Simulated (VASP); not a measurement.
# Al24HO in VASP: relaxation of the atoms with PBEsol

Aim: the relaxation of the atoms of Al24HO with PBEsol.

All numbers are computed with VASP 6.6.1; they aren't measurements. Logs are shortened: lines on timing, memory, paths and dates and some standing lists are left out, and cuts for length are marked.

**1. The cell of the first run**

The cell holds a slab with vacuum, 26 atoms: a = 5.728 Å, b = 8.591 Å, c = 18.015 Å, α = 90.00°, β = 90.00°, γ = 60.00°.

**2. Relaxation of the atoms, PBEsol**

The input, INCAR:

```
SYSTEM = Al24HO
PREC = Accurate
ENCUT = 520
EDIFF = 1E-6
ISMEAR = 0
SIGMA = 0.05
LREAL = Auto
LASPH = .TRUE.
NELM = 60
ALGO = Normal
ISIF = 2
LWAVE = .FALSE.
LCHARG = .FALSE.
GGA = PS
IBRION = 2
NSW = 80
EDIFFG = -0.03
KPAR = 2
```

The input, KPOINTS:

```
regular mesh
0
G
  3 2 1
  0 0 0
```

The input, POSCAR:

```
Al24HO
1.0
    5.7275650000      0.0000000000      0.0000000000
    4.2956740000      7.4403250000      0.0000000000
    0.0000000000      0.0000000000     18.0148060000
Al O H
24 1 1
Selective dynamics
Direct
    0.0000000000      0.0000000000      0.0555099000  F F F
    0.4999999900      0.0000000000      0.0555099000  F F F
   -0.0000000200      0.3333333400      0.0555099000  F F F
    0.4999999700      0.3333333400      0.0555099000  F F F
   -0.0000000400      0.6666666800      0.0555099000  F F F
    0.4999999500      0.6666666800      0.0555099000  F F F
    0.1666666600      0.1111111100      0.1853069400  T T T
    0.6666666500      0.1111111100      0.1853069400  T T T
    0.1666666400      0.4444444500      0.1853069400  T T T
    0.6666666300      0.4444444500      0.1853069400  T T T
    0.1666666200      0.7777777900      0.1853069400  T T T
    0.6666666100      0.7777777900      0.1853069400  T T T
   -0.1666666800      0.2222222300      0.3151039900  T T T
    0.3333333200      0.2222222300      0.3151039900  T T T
   -0.1666667000      0.5555555600      0.3151039900  T T T
    0.3333332900      0.5555555600      0.3151039900  T T T
   -0.1666667200      0.8888889000      0.3151039900  T T T
    0.3333332700      0.8888889000      0.3151039900  T T T
    0.0000000000      0.0000000000      0.4449010300  T T T
    0.4999999900      0.0000000000      0.4449010300  T T T
   -0.0000000200      0.3333333400      0.4449010300  T T T
    0.4999999700      0.3333333400      0.4449010300  T T T
   -0.0000000400      0.6666666800      0.4449010300  T T T
    0.4999999500      0.6666666800      0.4449010300  T T T
    0.2499999900      0.1666666700      0.5159537000  T T T
    0.8333333300     -0.1111111100      0.4276929600  T T T
```

Potentials or basis: VASP PAW PBE potentials, release 64 (Al, O, H).

The run is started by

```console
cat potpaw_PBE.64/Al/POTCAR potpaw_PBE.64/O/POTCAR potpaw_PBE.64/H/POTCAR > POTCAR
mpirun -np 2 vasp_std > vasp.out
```

OUTCAR:

```text
SYSTEM = Al24HO
   PREC = Accurate
   ENCUT = 520
   EDIFF = 1E-6
   ISMEAR = 0
   LREAL = Auto
   LASPH = .TRUE.
   NELM = 60
   ISIF = 2
   GGA = PS
   IBRION = 2
   NSW = 80
   EDIFFG = -0.03

 ion  position               nearest neighbor table
   1  0.000  0.000  0.056-   6 2.86  11 2.86   7 2.86   8 2.86   2 2.86   3 2.86   5 2.86   4 2.86
                             2 2.86
   2  0.500  0.000  0.056-   5 2.86  12 2.86   7 2.86   8 2.86   1 2.86   3 2.86   6 2.86   4 2.86
                             1 2.86
   3  1.000  0.333  0.056-   9 2.86   7 2.86  10 2.86   4 2.86   2 2.86   5 2.86   1 2.86   6 2.86
                             4 2.86
   4  0.500  0.333  0.056-   9 2.86  10 2.86   8 2.86   3 2.86   5 2.86   6 2.86   2 2.86   1 2.86
                             3 2.86
   5  1.000  0.667  0.056-   2 2.86  11 2.86   9 2.86  12 2.86   6 2.86   4 2.86   3 2.86   1 2.86
                             6 2.86
   6  0.500  0.667  0.056-   1 2.86  11 2.86  12 2.86  10 2.86   5 2.86   4 2.86   2 2.86   3 2.86
                             5 2.86
   7  0.167  0.111  0.185-  12 2.86   2 2.86   1 2.86   3 2.86   8 2.86  18 2.86   9 2.86  11 2.86
                            10 2.86  13 2.86   8 2.86  14 2.86
   8  0.667  0.111  0.185-  11 2.86   2 2.86   4 2.86   1 2.86   7 2.86   9 2.86  17 2.86  10 2.86
                            12 2.86  14 2.86   7 2.86  13 2.86
   9  0.167  0.444  0.185-   4 2.86   3 2.86   5 2.86  10 2.86   8 2.86   7 2.86  11 2.86  16 2.86
                            14 2.86  12 2.86  15 2.86  10 2.86
  10  0.667  0.444  0.185-   4 2.86   6 2.86   3 2.86   9 2.86  11 2.86   8 2.86  12 2.86  13 2.86
                             7 2.86  16 2.86   9 2.86  15 2.86
  11  0.167  0.778  0.185-   8 2.86   1 2.86   6 2.86   5 2.86  12 2.86  10 2.86   7 2.86   9 2.86
                            18 2.86  17 2.86  16 2.86  12 2.86
  12  0.667  0.778  0.185-   7 2.86   2 2.86   6 2.86   5 2.86  11 2.86  10 2.86   8 2.86   9 2.86
                            18 2.86  15 2.86  11 2.86  17 2.86
  13  0.833  0.222  0.315-  18 2.86  21 2.86  15 2.86  19 2.86  22 2.86  16 2.86  14 2.86  14 2.86
                            10 2.86   7 2.86  17 2.86   8 2.86
  14  0.333  0.222  0.315-  17 2.86  22 2.86  16 2.86  21 2.86  20 2.86  15 2.86  13 2.86  13 2.86
                             9 2.86   8 2.86   7 2.86  18 2.86
  15  0.833  0.556  0.315-  21 2.86  13 2.86  23 2.86  24 2.86  16 2.86  14 2.86  17 2.86  18 2.86
                             9 2.86  12 2.86  16 2.86  10 2.86
  16  0.333  0.556  0.315-  22 2.86  23 2.86  14 2.86  24 2.86  15 2.86  17 2.86  13 2.86  18 2.86
                             9 2.86  10 2.86  11 2.86  15 2.86
  17  0.833  0.889  0.315-  26 2.03  20 2.86  14 2.86  23 2.86  18 2.86  16 2.86   8 2.86  15 2.86
                            19 2.86  11 2.86  18 2.86  12 2.86  13 2.86
  18  0.333  0.889  0.315-  19 2.86  13 2.86  24 2.86  17 2.86   7 2.86  16 2.86  11 2.86  20 2.86
                            15 2.86  12 2.86  17 2.86  14 2.86
  19  0.000  0.000  0.445-  26 1.68  18 2.86  24 2.86  13 2.86  20 2.86  21 2.86  23 2.86  17 2.86
                            22 2.86  20 2.86
  20  0.500  0.000  0.445-  26 1.68  25 1.92  17 2.86  23 2.86  14 2.86  19 2.86  21 2.86  24 2.86
[... 245 lines left out ...]
  volume of cell :      767.70
 maximum number of plane-waves:     20712
 NGX is ok and might be reduce to    42
   NGX = 21   NGY = 31   NGZ = 67

--------------------------------------- Ionic step        1  -------------------------------------------

 number of electron      78.9999996 magnetization

 Free energy of the ion-electron system (eV)
  ---------------------------------------------------
  ext. energy  EPLUGINS =         0.00000000
  ---------------------------------------------------
  free energy    TOTEN  =      -103.93575263 eV

  energy without entropy =     -103.92710822  energy(sigma->0) =     -103.93143043

------------------------ aborting loop because EDIFF is reached ----------------------------------------

  FORCE on cell =-STRESS in cart. coord.  units (eV):
  Direction    XX          YY          ZZ          XY          YZ          ZX
  --------------------------------------------------------------------------------------
  -------------------------------------------------------------------------------------
  Total       -8.8834188     -9.6302930     -3.9394089      3.8074272     -0.5907857     -0.5716873
  in kB      -18.5395503    -20.0982646     -8.2214822      7.9460385     -1.2329600     -1.1931021
  external PRESSURE =     -15.6197657 kB  Pullay stress =       0.0000000 kB
[... 161 lines left out ...]
  FREE ENERGIE OF THE ION-ELECTRON SYSTEM (eV)
  ---------------------------------------------------
  free  energy   TOTEN  =      -104.4016232397 eV

  energy  without entropy=     -104.3949664656  energy(sigma->0) =     -104.39829485

[... ionic steps 4 to 55 ...]

--------------------------------------- Ionic step       56  -------------------------------------------

 number of electron      79.0000000 magnetization

------------------------ aborting loop because EDIFF is reached ----------------------------------------
[... 115 lines left out ...]
--------------------------------------- Ionic step       58  -------------------------------------------

 number of electron      79.0000000 magnetization

 Free energy of the ion-electron system (eV)
  ---------------------------------------------------
  ext. energy  EPLUGINS =         0.00000000
  ---------------------------------------------------
  free energy    TOTEN  =      -105.60191722 eV

  energy without entropy =     -105.59940737  energy(sigma->0) =     -105.60066229

 E-fermi :   2.2808     XC(G=0):  -6.4156

 val. band max:        2.2221186049   @ k =   0.0000   0.5000   0.0000
 cond. band min:       2.3426422218   @ k =   0.0000   0.0000   0.0000
 fundamental gap:      0.1205236169
 Fermi energy:         2.2807734919

 k-point     1 :       0.0000    0.0000    0.0000
  band No.  band energies     occupation
      1     -17.8909      2.00000
      2      -8.4504      2.00000
      3      -7.5380      2.00000
      4      -6.3194      2.00000
      5      -5.7848      2.00000
      6      -5.7371      2.00000
[... 205 lines left out ...]
     50       4.4813      0.00000
     51       4.6102      0.00000
 [bands above 51 left out]

------------------------ aborting loop because EDIFF is reached ----------------------------------------

  FORCE on cell =-STRESS in cart. coord.  units (eV):
  Direction    XX          YY          ZZ          XY          YZ          ZX
  --------------------------------------------------------------------------------------
  -------------------------------------------------------------------------------------
  Total      -14.5194954    -10.8224305     -0.4634293      0.4206996     -0.1809813     -0.1965988
  in kB      -30.3019505    -22.5862362     -0.9671694      0.8779932     -0.3777049     -0.4102986
  external PRESSURE =     -17.9517853 kB  Pullay stress =       0.0000000 kB
[... 41 lines left out ...]
  FREE ENERGIE OF THE ION-ELECTRON SYSTEM (eV)
  ---------------------------------------------------
  free  energy   TOTEN  =      -105.6019172185 eV

  energy  without entropy=     -105.5994073688  energy(sigma->0) =     -105.60066229

 reached required accuracy - stopping structural energy minimisation
```

OSZICAR:

```text
N       E                     dE             d eps       ncg     rms          rms(c)
DAV:   1     0.257397615908E+03    0.25740E+03   -0.26063E+04   424   0.112E+03
DAV:   2    -0.705429619646E+02   -0.32794E+03   -0.31010E+03   528   0.182E+02
DAV:   3    -0.107657859183E+03   -0.37115E+02   -0.35899E+02   656   0.543E+01
[... 661 lines left out ...]
DAV:   6    -0.105598635299E+03    0.83355E-06   -0.54134E-06   488   0.104E-02
  51 F= -.10559864E+03 E0= -.10559752E+03  d E =-.868114E-03
       N       E                     dE             d eps       ncg     rms          rms(c)
DAV:   1    -0.105597168306E+03    0.14678E-02   -0.74378E-01   424   0.386E+00    0.184E-01
DAV:   2    -0.105599458603E+03   -0.22903E-02   -0.28139E-02   496   0.607E-01    0.916E-02
DAV:   3    -0.105599382882E+03    0.75721E-04   -0.66622E-04   624   0.106E-01    0.641E-02
DAV
```

CONTCAR:

```text
Al24HO
   1.00000000000000
     5.7275650000000002    0.0000000000000000    0.0000000000000000
     4.2956740000000000    7.4403249999999996    0.0000000000000000
     0.0000000000000000    0.0000000000000000   18.0148060000000001
  Al              O               H
    24     1     1
Selective dynamics
Direct
     0.0000000000000000    0.0000000000000000    0.0555098999999970   F   F   F
     0.4999999899999992    0.0000000000000000    0.0555098999999970   F   F   F
     0.9999999799999983    0.3333333400000029    0.0555098999999970   F   F   F
     0.4999999699999975    0.3333333400000029    0.0555098999999970   F   F   F
     0.9999999599999967    0.6666666799999987    0.0555098999999970   F   F   F
     0.4999999500000030    0.6666666799999987    0.0555098999999970   F   F   F
     0.1652326911396726    0.1108124755420058    0.1854572491427016   T   T   T
     0.6683519422038376    0.1102305652625901    0.1834332260238283   T   T   T
     0.1612823523063536    0.4495822708800862    0.1845758447749295   T   T   T
     0.6664296763562791    0.4496738524308776    0.1858371664813201   T   T   T
     0.1686296813851667    0.7787640647779775    0.1837339240578228   T   T   T
     0.6672178761051033    0.7759226071930403    0.1829645713406050   T   T   T
[... 39 lines left out ...]
  0.00000000E+00  0.00000000E+00  0.00000000E+00
  0.00000000E+00  0.00000000E+00  0.00000000E+00
```

It took 79 min on 2 MPI ranks of Intel Xeon Platinum 8375C at 2.90GHz (Ice Lake), shared host; peak memory 1 GiB.

Results:

* Free energy: -105.6019 eV
* Energy gained by relaxing: 64.1 meV/atom
* Ionic steps: 58
* Band gap on the k mesh: zero (an odd number of electrons rules out a gap without spin polarisation)

Step by step:
```csv
step,energy change (eV),largest force on free atoms (eV/Å),pressure (GPa)
1,0.0000,2.6703,-1.56
3,-0.4659,0.7272,-1.20
5,-0.6304,1.0690,-1.30
7,-0.7123,0.9304,-1.32
9,-0.9894,1.3073,-1.27
11,-1.0717,1.2861,-1.24
13,-1.0971,1.2286,-1.21
15,-1.2140,1.2369,-1.21
17,-1.4299,0.4213,-1.35
19,-1.4638,0.4077,-1.38
21,-1.5463,0.5769,-1.58
23,-1.5970,0.2507,-1.51
25,-1.6224,0.2892,-1.56
27,-1.6337,0.1780,-1.62
29,-1.6414,0.1359,-1.59
31,-1.6451,0.1156,-1.61
33,-1.6488,0.0866,-1.64
35,-1.6510,0.1075,-1.63
37,-1.6528,0.0813,-1.67
39,-1.6539,0.0546,-1.67
41,-1.6558,0.0602,-1.70
43,-1.6572,0.0607,-1.71
45,-1.6590,0.0389,-1.75
47,-1.6599,0.0696,-1.75
49,-1.6619,0.0444,-1.77
51,-1.6629,0.0567,-1.78
53,-1.6644,0.0309,-1.79
55,-1.6647,0.0515,-1.79
57,-1.6657,0.0360,-1.80
58,-1.6662,0.0244,-1.80
```

Final structure:
```
Al O H
1.0
     5.72757    0.00000    0.00000
     4.29567    7.44032    0.00000
     0.00000    0.00000   18.01481
Al O H
24 1 1
Direct
  0.00000 0.00000 0.05551
  0.50000 0.00000 0.05551
  0.00000 0.33333 0.05551
  0.50000 0.33333 0.05551
  0.00000 0.66667 0.05551
  0.50000 0.66667 0.05551
  0.16523 0.11081 0.18546
  0.66835 0.11023 0.18343
  0.16128 0.44958 0.18458
  0.66643 0.44967 0.18584
  0.16863 0.77876 0.18373
  0.66722 0.77592 0.18296
  0.83334 0.22503 0.31405
  0.33573 0.22133 0.31405
  0.83411 0.56481 0.31539
  0.32414 0.56243 0.31350
  0.83130 0.89266 0.31168
  0.33209 0.89276 0.31903
  0.99636 0.99978 0.45471
  0.52117 0.99130 0.46193
  0.00049 0.34114 0.44470
  0.50105 0.33732 0.43650
  0.00273 0.66357 0.48011
  0.50203 0.66516 0.44318
  0.16515 0.11980 0.49190
  0.86878 0.83559 0.40738
```

Caveat: the k points lie up to 0.42 Å⁻¹ apart, too coarse for converged energies and pressures of a metal; there is no dipole correction, which matters where the two faces differ; the PAW data sets were made with another functional, which shifts forces and pressure a little.

The gap in the log of VASP goes by the Fermi energy; the results here count the filled bands.